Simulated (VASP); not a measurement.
Crystal: SiC5.

```xyz
6
Lattice="0.0000 3.4396 3.4396 3.4396 0.0000 3.4396 3.4396 3.4396 0.0000" Properties=species:S:1:pos:R:3 pbc="T T T"
Si    3.4396    3.4396    3.4396
C     6.0262    4.2925    4.2925
C     6.0262    6.0262    6.0262
C     1.7198    1.7198    1.7198
C     4.2925    4.2925    6.0262
C     4.2925    6.0262    4.2925
```

The cell was built from a structure type or drawn by symmetry, and may not be a known phase.

| Item | Value |
| --- | --- |
| Program | VASP 6.6.1 |
| Task | relaxation of cell and atoms |
| Functional | PBE |
| Potentials or basis | VASP PAW PBE potentials, release 64 (Si, C) |
| Cutoff | 600 eV |
| k mesh | 4 × 4 × 4 |
| Occupations | gaussian, width 0.1 eV |
| Spin | collinear spin |
| Starting moments | [0.0, 1.0, 1.0, 1.0, 1.0, 1.0] μB |

At the start: pressure -25.4 GPa; volume 13.56 Å³/atom.

Question: Where does the relaxation end?

Answer: Over 16 steps the energy falls by 1196.7 meV/atom and the volume is 9.52 Å³/atom (-29.8 %); space group F-43m (No. 216, to 0.1 Å) before and after; moment 0.00 μB per cell.

The path:
```tsv
step	energy change (eV)	largest force (eV/Å)	pressure (GPa)	volume (Å³)
1	0.0000	0.2353	-25.44	81.38
2	-3.4465	1.1223	-19.27	58.56
3	-4.2310	1.4845	-3.59	49.01
4	-4.2485	1.5500	2.17	47.03
5	-4.2508	1.5314	0.39	47.60
6	-4.9192	2.4936	8.40	46.05
7	-5.8670	0.3602	38.30	43.16
8	-5.7799	2.3990	23.35	44.24
9	-5.9284	1.0860	30.57	43.63
10	-6.0575	0.1124	33.22	44.01
11	-6.0747	0.8791	35.39	44.24
12	-6.2980	0.8269	30.76	45.43
13	-6.8014	0.8410	18.79	49.15
14	-7.1545	0.8094	2.43	57.17
15	-7.1787	0.1979	0.56	57.15
16	-7.1804	0.0034	-0.08	57.15
```

Final structure:
```cif
data_structure
_symmetry_space_group_name_H-M 'P 1'
_symmetry_Int_Tables_number 1
_cell_length_a 4.3236
_cell_length_b 4.3236
_cell_length_c 4.3236
_cell_angle_alpha 60.000
_cell_angle_beta 60.000
_cell_angle_gamma 60.000
_cell_volume 57.15
loop_
_atom_site_label
_atom_site_type_symbol
_atom_site_fract_x
_atom_site_fract_y
_atom_site_fract_z
_atom_site_occupancy
Si1 Si 0.50000 0.50000 0.50000 1
C1 C 0.27262 0.90913 0.90913 1
C2 C 0.90913 0.90913 0.90913 1
C3 C 0.25000 0.25000 0.25000 1
C4 C 0.90913 0.90913 0.27262 1
C5 C 0.90913 0.27262 0.90913 1
```

Caveat: the k points lie up to 0.44 Å⁻¹ apart in the final cell; the volume moved by over 15 % at a fixed basis, so the end points are rough.
